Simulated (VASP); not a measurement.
# HfSe4Cl6 in VASP: notebook

The runs below take HfSe4Cl6 through single point, with PBE.

Everything below comes from runs of VASP 6.6.1. Logs are shortened: lines on timing, memory, paths and dates and some standing lists are left out, and cuts for length are marked.

## (1) The cell of the first run

The cell holds a disordered packing, 11 atoms: a = 6.644 Å, b = 7.172 Å, c = 6.732 Å, α = 77.59°, β = 82.98°, γ = 87.26°.

## (2) Single point, PBE

Contents of INCAR:

```
SYSTEM = HfSe4Cl6
PREC = Accurate
ENCUT = 520
EDIFF = 1E-6
ISMEAR = 0
SIGMA = 0.1
LREAL = .FALSE.
LASPH = .TRUE.
NELM = 60
ALGO = Normal
ISIF = 2
LWAVE = .FALSE.
LCHARG = .FALSE.
GGA = PE
NBANDS = 49
NELECT = 75.0
```

Contents of KPOINTS:

```
regular mesh
0
G
  2 2 2
  0 0 0
```

Contents of POSCAR:

```
HfSe4Cl6
1.0
    6.6032010000      0.6158970000      0.3968640000
   -0.3561150000      7.1382370000      0.5970870000
    0.3424460000      0.9130060000      6.6613120000
Cl Hf Se
6 1 4
Direct
    0.7734151913      0.3985868210      0.0965751708
    0.7170043922      0.9853481215      0.1106046699
    0.8477259959      0.2389365238      0.7385215072
    0.2467603703      0.1646480801      0.5356065688
    0.3267520961      0.8615803494      0.3244421564
    0.0777669169      0.5325113182      0.3521713928
    0.3088139364      0.2970778647      0.9863026285
    0.0644898670      0.7590732184      0.9297927409
    0.8983674773      0.8921534591      0.5047867533
    0.6219037278      0.5511297214      0.4737775992
    0.5453644169      0.7464491942      0.8505951059
```

Potentials or basis: VASP PAW PBE potentials, release 64 (Cl, Hf_pv, Se).

Launch:

```sh
$ cat potpaw_PBE.64/Cl/POTCAR potpaw_PBE.64/Hf_pv/POTCAR potpaw_PBE.64/Se/POTCAR > POTCAR
$ mpirun -np 1 vasp_std > vasp.out
```

OUTCAR:

```text
SYSTEM = HfSe4Cl6
   PREC = Accurate
   ENCUT = 520
   EDIFF = 1E-6
   ISMEAR = 0
   LREAL = .FALSE.
   LASPH = .TRUE.
   NELM = 60
   ISIF = 2
   GGA = PE
   NELECT = 75.0

 ion  position               nearest neighbor table
   1  0.773  0.399  0.097-
   2  0.717  0.985  0.111-
   3  0.848  0.239  0.739-
   4  0.247  0.165  0.536-
   5  0.327  0.862  0.324-
   6  0.078  0.533  0.352-
   7  0.309  0.297  0.986-
   8  0.064  0.759  0.930-
   9  0.898  0.892  0.505-
  10  0.622  0.551  0.474-
  11  0.545  0.746  0.851-

  LATTYP: Found a triclinic cell.
 ALAT       =     6.6437258820
 B/A-ratio  =     1.5062373909
 C/A-ratio  =     2.9715548698
 COS(alpha) =     0.0062894534
 COS(beta)  =     0.6799362087
 COS(gamma) =     0.6982282723

  Lattice vectors:

 A1 = (   6.6032010000,   0.6158970000,   0.3968640000)
 A2 = (   6.2470860000,   7.7541340000,   0.9939510000)
 A3 = (  14.2610780000, -12.1316740000,   6.2608660000)

Analysis of symmetry for initial positions (statically):
=====================================================================
 Subroutine PRICEL returns:
 Original cell was already a primitive cell.

 Routine SETGRP: Setting up the symmetry group for a
 triclinic supercell.

 Subroutine GETGRP returns: Found  1 space group operations
 (whereof  1 operations were pure point group operations)
 out of a pool of  2 trial point group operations.

The static configuration has the point symmetry C_1 .

Analysis of symmetry for dynamics (positions and initial velocities):
=====================================================================
 Subroutine PRICEL returns:
 Original cell was already a primitive cell.

 Routine SETGRP: Setting up the symmetry group for a
 triclinic supercell.

 Subroutine GETGRP returns: Found  1 space group operations
 (whereof  1 operations were pure point group operations)
 out of a pool of  2 trial point group operations.

The dynamic configuration has the point symmetry C_1 .

 Subroutine INISYM returns: Found  1 space group operations
 (whereof  1 operations are pure point group operations),
 and found     1 'primitive' translations

----------------------------------------------------------------------------------------

                                     Primitive cell

  volume of cell :     310.8705

  direct lattice vectors                    reciprocal lattice vectors
     6.603201000  0.615897000  0.396864000     0.151204066  0.008288543 -0.008909163
    -0.356115000  7.138237000  0.597087000    -0.012031837  0.141055781 -0.018714710
     0.342446000  0.913006000  6.661312000    -0.007929879 -0.013137351  0.152328856

  length of vectors
     6.643725882  7.172012148  6.732304715     0.151692922  0.142799645  0.153099815

  position of ions in fractional coordinates (direct lattice)
     0.773415191  0.398586821  0.096575171
     0.717004392  0.985348122  0.110604670
     0.847725996  0.238936524  0.738521507
     0.246760370  0.164648080  0.535606569
     0.326752096  0.861580349  0.324442156
     0.077766917  0.532511318  0.352171393
     0.308813936  0.297077865  0.986302628
     0.064489867  0.759073218  0.929792741
     0.898367477  0.892153459  0.504786753
     0.621903728  0.551129721  0.473777599
     0.545364417  0.746449194  0.850595106

  ion indices of the primitive-cell ions
   primitive index   ion index
                 1           1
                 2           2
                 3           3
                 4           4
                 5           5
                 6           6
                 7           7
                 8           8
                 9           9
                10          10
                11          11

----------------------------------------------------------------------------------------

 KPOINTS: regular mesh

Automatic generation of k-mesh.
 Grid dimensions read from file:
 generate k-points for:    2    2    2

 Generating k-lattice:

  Cartesian coordinates                     Fractional coordinates (reciprocal lattice)
     0.075602033  0.004144271 -0.004454582     0.500000000  0.000000000  0.000000000
    -0.006015918  0.070527890 -0.009357355    -0.000000000  0.500000000  0.000000000
    -0.003964939 -0.006568676  0.076164428     0.000000000  0.000000000  0.500000000

  Length of vectors
     0.075846461  0.071399823  0.076549907

  Shift w.r.t. Gamma in fractional coordinates (k-lattice)
     0.000000000  0.000000000  0.000000000

 Subroutine IBZKPT returns following result:
 ===========================================

 Found      8 irreducible k-points:

 Following reciprocal coordinates:
            Coordinates               Weight
  0.000000  0.000000  0.000000      1.000000
  0.500000  0.000000  0.000000      1.000000
 -0.000000  0.500000 -0.000000      1.000000
  0.500000  0.500000  0.000000      1.000000
  0.000000  0.000000  0.500000      1.000000
  0.500000 -0.000000  0.500000      1.000000
 -0.000000  0.500000  0.500000      1.000000
[... 35 lines left out ...]
   EFERMI_NEDOS =   21; number of points for ismear=-14 and -15
   IALGO  =     38    algorithm
   IMIX   =      4    mixing-type and parameters
     AMIX     =   0.40;   BMIX     =  1.00
     AMIX_MAG =   1.60;   BMIX_MAG =  1.00
  volume/ion in A,a.u.               =      28.26       190.71
  Fermi-wavevector in a.u.,A,eV,Ry     =   1.019144  1.925902 14.131744  1.038654
  Thomas-Fermi vector in A             =   2.152641
   LORBIT       =      0    0 simple, 1 ext, 2 COOP (PROOUT), +10 PAW based schemes
   GGA     = PE    functional components
   LHFCALC =     F    Hartree Fock is set to
   AEXX    =    0.0000 exact exchange contribution
   IVDW    =     0    specifies the selected vdW correction
   LEPSILON=     F    determine dielectric tensor
   LRPA    =     F    only Hartree local field effects (RPA)
 non-spin polarized calculation
 Gauss-broadening in eV      SIGMA  =   0.10
  energy-cutoff  :      520.00
  volume of cell :      310.87
 maximum number of plane-waves:      8401
 NGX is ok and might be reduce to    50
   NGX = 25   NGY = 27   NGZ = 25

 number of electron      75.0000003 magnetization

 Free energy of the ion-electron system (eV)
  ---------------------------------------------------
  ext. energy  EPLUGINS =         0.00000000
  ---------------------------------------------------
  free energy    TOTEN  =       -29.20093848 eV

  energy without entropy =      -29.14636142  energy(sigma->0) =      -29.17364995

 E-fermi :   1.4038     XC(G=0):  -8.5581

 val. band max:        1.3897125584   @ k =   0.5000  -0.0000   0.5000
 cond. band min:       1.4640807365   @ k =   0.0000   0.0000   0.0000
 fundamental gap:      0.0743681781
 Fermi energy:         1.4037759276

 k-point     1 :       0.0000    0.0000    0.0000
  band No.  band energies     occupation
      1     -32.6076      2.00000
      2     -32.5877      2.00000
      3     -32.4685      2.00000
      4     -13.6927      2.00000
      5     -13.0381      2.00000
      6     -12.8074      2.00000
[... 41 lines left out ...]
     48       2.4495      0.00000
     49       2.6347      0.00000

 k-point     2 :       0.5000    0.0000    0.0000
  band No.  band energies     occupation
      1     -32.6076      2.00000
      2     -32.5877      2.00000
      3     -32.4685      2.00000
      4     -13.5077      2.00000
      5     -13.3289      2.00000
      6     -12.6492      2.00000
[... 41 lines left out ...]
     48       2.6178      0.00000
     49       2.7900      0.00000

 k-point     3 :      -0.0000    0.5000   -0.0000
  band No.  band energies     occupation
      1     -32.6076      2.00000
      2     -32.5877      2.00000
      3     -32.4685      2.00000
      4     -13.4841      2.00000
      5     -13.3172      2.00000
      6     -12.7891      2.00000
[... 249 lines left out ...]
     48       2.6973      0.00000
     49       2.8458      0.00000

 k-point     8 :       0.5000    0.5000    0.5000
  band No.  band energies     occupation
      1     -32.6076      2.00000
      2     -32.5877      2.00000
      3     -32.4685      2.00000
      4     -13.4017      2.00000
      5     -13.0855      2.00000
      6     -12.9991      2.00000
[... 41 lines left out ...]
     48       2.6610      0.00000
     49       2.7111      0.00000

------------------------ aborting loop because EDIFF is reached ----------------------------------------

  FORCE on cell =-STRESS in cart. coord.  units (eV):
  Direction    XX          YY          ZZ          XY          YZ          ZX
  --------------------------------------------------------------------------------------
  -------------------------------------------------------------------------------------
  Total      -23.1806225    -18.3524475    -23.6147229      1.9462068     -0.9559188     -2.2513733
  in kB     -119.4692671    -94.5856156   -121.7065519     10.0304424     -4.9266545    -11.6032223
  external PRESSURE =    -111.9204782 kB  Pullay stress =       0.0000000 kB

 VOLUME and BASIS-vectors are now :
 -----------------------------------------------------------------------------
  energy-cutoff  :      520.00
  volume of cell :      310.87
      direct lattice vectors                 reciprocal lattice vectors
     6.603201000  0.615897000  0.396864000     0.151204066  0.008288543 -0.008909163
    -0.356115000  7.138237000  0.597087000    -0.012031837  0.141055781 -0.018714710
     0.342446000  0.913006000  6.661312000    -0.007929879 -0.013137351  0.152328856

 POSITION                                       TOTAL-FORCE (eV/Angst)
 -----------------------------------------------------------------------------------
      4.99814      3.40972      1.18825        -0.830037      0.236027      0.439010
      4.42150      7.57623      1.60966        -0.232376     -0.367564     -0.040940
      5.76552      2.90197      5.39862        -1.032280      0.300454     -0.640540
      1.75419      1.81629      3.76408         0.907474      0.390333      0.685002
      1.96189      6.64763      2.80532        -0.245120      0.283371     -0.297672
      0.44448      4.17062      2.69474         0.171001     -0.010557     -1.216793
      2.27112      3.21131      6.87001         0.477938      1.270375      0.188209
      0.47393      6.30707      6.67247         1.236448     -0.874794     -0.819895
      5.78725      7.38258      4.25177         0.097031     -0.923786      1.396727
      4.07253      4.74969      3.73186         0.392196      0.776391      1.171820
      3.62661      6.44082      6.32821        -0.942274     -1.080251     -0.864926
 -----------------------------------------------------------------------------------
    total drift:                               -0.000894     -0.000496     -0.000192

  FREE ENERGIE OF THE ION-ELECTRON SYSTEM (eV)
  ---------------------------------------------------
  free  energy   TOTEN  =       -29.2009384823 eV

  energy  without entropy=      -29.1463614169  energy(sigma->0) =      -29.17364995
```

Wall time 3.1 min (1 thread of Intel Xeon Platinum 8259CL at 2.50GHz (Skylake/Cascade Lake), shared host); peak memory 0.4 GiB.

What came out:

```yaml
Free_energy: -29.2009 eV
Largest_force: 1.722 eV/Å
```

Forces in eV/Å, atoms in the order of the input:
```
Cl  -0.830  0.236  0.439
Cl  -0.232 -0.368 -0.041
Cl  -1.032  0.300 -0.641
Cl   0.907  0.390  0.685
Cl  -0.245  0.283 -0.298
Cl   0.171 -0.011 -1.217
Hf   0.478  1.270  0.188
Se   1.236 -0.875 -0.820
Se   0.097 -0.924  1.397
Se   0.392  0.776  1.172
Se  -0.942 -1.080 -0.865
```

Caveat: the k points lie up to 0.48 Å⁻¹ apart, too coarse for converged energies and pressures of a metal; the cell carries a net charge on a neutralising background, which shifts energy and pressure; the cell is charged against a uniform background, so pressure and absolute levels hang on convention; spin-orbit coupling is left out, which moves the levels of the heavy elements; an odd number of electrons without spin polarisation forces a metal; a magnetic or distorted state may lie lower.

## (3) Single point, PBE

Contents of INCAR:

```
SYSTEM = HfSe4Cl6
PREC = Accurate
ENCUT = 520
EDIFF = 1E-6
ISMEAR = 0
SIGMA = 0.1
LREAL = .False.
LASPH = .True.
NELM = 80
ALGO = Normal
ISIF = 2
LWAVE = .False.
LCHARG = .False.
GGA = PE
NBANDS = 49
NELECT = 75.0
```

Contents of KPOINTS:

```
regular mesh
0
Gamma
  2 2 2
  0 0 0
```

Contents of POSCAR:

```
HfSe4Cl6
1.0
    6.6032010000      0.6158970000      0.3968640000
   -0.3561150000      7.1382370000      0.5970870000
    0.3424460000      0.9130060000      6.6613120000
Cl Hf Se
6 1 4
Direct
    0.7729619767      0.3987610567      0.0938965439
    0.7189222481      0.9887146887      0.1121462189
    0.8433320611      0.2340311122      0.7377013613
    0.2509109116      0.1597958230      0.5331950348
    0.3246358821      0.8616202734      0.3224009686
    0.0818782859      0.5309889620      0.3450452178
    0.3071490784      0.2986310278      0.9887949827
    0.0668504569      0.7595625926      0.9298593896
    0.9013668908      0.8909062489      0.5053360946
    0.6206192673      0.5507498959      0.4740879803
    0.5443601100      0.7468862688      0.8478509921
```

Potentials or basis: VASP PAW PBE potentials, release 64 (Cl, Hf_pv, Se).

Launch:

```sh
$ cat potpaw_PBE.64/Cl/POTCAR potpaw_PBE.64/Hf_pv/POTCAR potpaw_PBE.64/Se/POTCAR > POTCAR
$ mpirun -np 1 vasp_std > vasp.out
```

Run time: 3.1 min. Hardware: 1 thread of Intel Xeon Platinum 8259CL at 2.50GHz (Skylake/Cascade Lake), shared host; peak memory 0.4 GiB.

It converged, with:

- Free energy: -29.3391 eV
- Largest force: 1.766 eV/Å

Forces on the atoms (eV/Å):
```
Cl  -0.814  0.300  0.402
Cl  -0.245 -0.438 -0.005
Cl  -1.010  0.317 -0.728
Cl   0.779  0.495  0.658
Cl  -0.234  0.291 -0.353
Cl   0.281 -0.206 -1.330
Hf   0.445  1.393  0.422
Se   1.246 -0.942 -0.825
Se   0.083 -0.824  1.409
Se   0.413  0.757  1.210
Se  -0.943 -1.143 -0.860
```

Levels at points of the mesh, in eV from the Fermi level:
```csv
k point,band 34,band 35,band 36,band 37,band 38,band 39,band 40,band 41
"(0.00, 0.00, 0.00)",-0.61,-0.44,-0.29,-0.09,0.07,0.24,0.35,0.47
"(0.50, 0.00, 0.00)",-0.75,-0.59,-0.47,-0.14,-0.03,0.07,0.14,0.45
"(0.00, 0.50, 0.00)",-0.55,-0.48,-0.41,-0.25,0.07,0.09,0.39,0.50
"(0.50, 0.50, 0.00)",-0.71,-0.53,-0.41,-0.26,0.04,0.28,0.36,0.43
"(0.00, 0.00, 0.50)",-0.62,-0.50,-0.38,-0.26,-0.13,0.32,0.45,0.50
"(0.50, 0.00, 0.50)",-0.79,-0.55,-0.49,-0.22,-0.03,0.10,0.26,0.41
"(0.00, 0.50, 0.50)",-0.58,-0.42,-0.37,-0.18,0.07,0.18,0.34,0.45
"(0.50, 0.50, 0.50)",-0.73,-0.47,-0.36,-0.25,-0.03,0.20,0.46,0.47
```

Caveat: the k points lie up to 0.48 Å⁻¹ apart, too coarse for converged energies and pressures of a metal; the cell carries a net charge on a neutralising background, which shifts energy and pressure; the cell is charged against a uniform background, so pressure and absolute levels hang on convention; spin-orbit coupling is left out, which moves the levels of the heavy elements; an odd number of electrons without spin polarisation forces a metal; a magnetic or distorted state may lie lower.

## (4) Single point, PBE

Contents of INCAR:

```
SYSTEM = HfSe4Cl6
PREC     = Accurate       ! precision mode
ENCUT    = 520            ! plane-wave cutoff, eV
EDIFF    = 1E-6           ! SCF threshold, eV
ISMEAR   = 0              ! smearing method
SIGMA    = 0.1            ! smearing width, eV
LREAL    = .False.        ! projectors in reciprocal space
LASPH    = .True.         ! aspherical terms in the spheres
NELM     = 60             ! most SCF steps
ALGO     = Normal         ! electronic algorithm
ISIF     = 2              ! what is computed and relaxed
LWAVE    = .False.        ! write WAVECAR
LCHARG   = .True.         ! write CHGCAR
GGA      = PE             ! functional
LELF     = .True.         ! ELF
LVHAR    = .True.       
NBANDS   = 49             ! bands
NELECT   = 75.0
```

Contents of KPOINTS:

```
Automatic mesh
0
Gamma
  2 2 2
  0 0 0
```

Contents of POSCAR:

```
HfSe4Cl6
1.0
    6.6032010000      0.6158970000      0.3968640000
   -0.3561150000      7.1382370000      0.5970870000
    0.3424460000      0.9130060000      6.6613120000
Cl Hf Se
6 1 4
Direct
    0.7712692423      0.4001717438      0.0911043736
    0.7217504255      0.9914249214      0.1130430923
    0.8395075373      0.2289563413      0.7374937288
    0.2544772191      0.1559833672      0.5296536947
    0.3227269282      0.8616638331      0.3213284451
    0.0860884572      0.5304307622      0.3364675424
    0.3063566753      0.3004532269      0.9910268951
    0.0692995304      0.7600062329      0.9292469216
    0.9034796180      0.8897458229      0.5060953159
    0.6204311609      0.5499250494      0.4750001366
    0.5423390718      0.7465038533      0.8451823605
```

Launch:

```sh
$ cat potpaw_PBE.64/Cl/POTCAR potpaw_PBE.64/Hf_pv/POTCAR potpaw_PBE.64/Se/POTCAR > POTCAR
$ mpirun -np 1 vasp_std > vasp.out
```

It took 3.2 min on 1 thread of Intel Xeon Platinum 8259CL at 2.50GHz (Skylake/Cascade Lake), shared host; peak memory 0.39 GiB.

Results (log left out):

* Free energy: -29.5244 eV
* Largest force: 1.812 eV/Å

Forces in eV/Å, atoms in the order of the input:
```
Cl  -0.842  0.331  0.375
Cl  -0.241 -0.502  0.045
Cl  -0.983  0.333 -0.788
Cl   0.656  0.601  0.605
Cl  -0.215  0.281 -0.412
Cl   0.396 -0.402 -1.439
Hf   0.439  1.559  0.667
Se   1.262 -0.995 -0.837
Se   0.070 -0.737  1.402
Se   0.431  0.755  1.232
Se  -0.972 -1.227 -0.849
```

Levels at points of the mesh, in eV from the Fermi level:
```
           k point  band 33  band 34  band 35  band 36  band 37  band 38  band 39  band 40  band 41  band 42
(0.00, 0.00, 0.00)    -0.76    -0.63    -0.46    -0.31    -0.08     0.08     0.24     0.35     0.46     0.55
(0.50, 0.00, 0.00)    -0.93    -0.78    -0.57    -0.51    -0.13    -0.01     0.08     0.14     0.44     0.55
(0.00, 0.50, 0.00)    -0.64    -0.60    -0.49    -0.38    -0.22     0.06     0.08     0.38     0.50     0.55
(0.50, 0.50, 0.00)    -0.97    -0.74    -0.55    -0.39    -0.29     0.01     0.29     0.37     0.44     0.52
(0.00, 0.00, 0.50)    -0.89    -0.61    -0.51    -0.42    -0.25    -0.15     0.33     0.45     0.51     0.61
(0.50, 0.00, 0.50)    -0.87    -0.83    -0.57    -0.50    -0.21    -0.03     0.13     0.27     0.43     0.53
(0.00, 0.50, 0.50)    -0.68    -0.57    -0.46    -0.35    -0.20     0.06     0.19     0.33     0.47     0.53
(0.50, 0.50, 0.50)    -0.98    -0.77    -0.52    -0.37    -0.26    -0.03     0.23     0.47     0.49     0.57
```

Caveat: the k points lie up to 0.48 Å⁻¹ apart, too coarse for converged energies and pressures of a metal; the cell carries a net charge on a neutralising background, which shifts energy and pressure; the cell is charged against a uniform background, so pressure and absolute levels hang on convention; spin-orbit coupling is left out, which moves the levels of the heavy elements; an odd number of electrons without spin polarisation forces a metal; a magnetic or distorted state may lie lower.
